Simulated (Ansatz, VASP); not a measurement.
## ScAl3 in VASP and in Ansatz

Contents of POSCAR:

```
ScAl3
1.0
    4.0603707999      0.0000000000      0.0000000000
    0.0000000000      4.0603707999      0.0000000000
    0.0000000000      0.0000000000      4.0603707999
Sc Al
1 3
Direct
    0.0000000000      0.0000000000      0.0000000000
    0.5000000000      0.0000000000      0.5000000000
    0.0000000000      0.5000000000      0.5000000000
    0.5000000000      0.5000000000      0.0000000000
```

INCAR.step1

```
SYSTEM = ScAl3
PREC     = Accurate       ! precision mode
ENCUT    = 520            ! plane-wave cutoff, eV
ISMEAR   = -1             ! smearing method
SIGMA    = 0.1            ! smearing width, eV
LREAL    = .False.        ! projectors in reciprocal space
LASPH    = .True.         ! aspherical terms in the spheres
NELM     = 100            ! most SCF steps
NBANDS   = 18             ! bands
GGA      = PE             ! functional
ALGO     = Normal         ! electronic algorithm
EDIFF    = 1E-4           ! SCF threshold, eV
LWAVE    = .True.         ! write WAVECAR
LCHARG   = .False.        ! write CHGCAR
```

INCAR.step2

```
SYSTEM = ScAl3
PREC     = Accurate       ! precision mode
ENCUT    = 520            ! plane-wave cutoff, eV
EDIFF    = 1E-7           ! SCF threshold, eV
ISMEAR   = -1             ! smearing method
SIGMA    = 0.1            ! smearing width, eV
LREAL    = .False.        ! projectors in reciprocal space
LASPH    = .True.         ! aspherical terms in the spheres
NELM     = 100            ! most SCF steps
ALGO     = Normal         ! electronic algorithm
ISIF     = 2              ! what is computed and relaxed
LWAVE    = .False.        ! write WAVECAR
LCHARG   = .False.        ! write CHGCAR
METAGGA  = R2SCAN         ! meta-GGA
LMIXTAU  = .True.       
NBANDS   = 18             ! bands
ISTART   = 1
```

KPOINTS

```
regular mesh
0
Gamma
  7 7 7
  0 0 0
```

Input for Ansatz:

```yaml
crystal:
  lattice:
    - [4.060370799921486, 0.0, 0.0]
    - [0.0, 4.060370799921486, 0.0]
    - [0.0, 0.0, 4.060370799921486]
  atoms:
    - { symbol: Sc, position: [0.0, 0.0, 0.0] }
    - { symbol: Al, position: [0.5, 0.0, 0.5] }
    - { symbol: Al, position: [0.0, 0.5, 0.5] }
    - { symbol: Al, position: [0.5, 0.5, 0.0] }
basis:
  ecutwfc: 600.0
kpoints:
  mp_grid:
    grid: [7, 7, 7]
hamiltonian:
  xc: r2scan
scf:
  occupations:
    method: fermi_dirac
output:
  stress: true
```

Alike in both runs: task single point; functional r2SCAN; k mesh 7 × 7 × 7; no spin polarisation.

```csv
,VASP,Ansatz
version,VASP 6.6.1,Ansatz 0.2.0
potentials or method,"VASP PAW PBE potentials, release 64 (Sc_sv, Al), cutoff 520 eV","plane waves, PAW"
occupations,"fermi-dirac, width 0.1 eV",fermi-dirac
valence electrons in the cell,20,20
```

|  | VASP | Ansatz | Ansatz less VASP |
| --- | --- | --- | --- |
| pressure (GPa) | 1.8 | 1.8 | 0.00 |

VASP's potentials were made for PBE, not for r2SCAN.
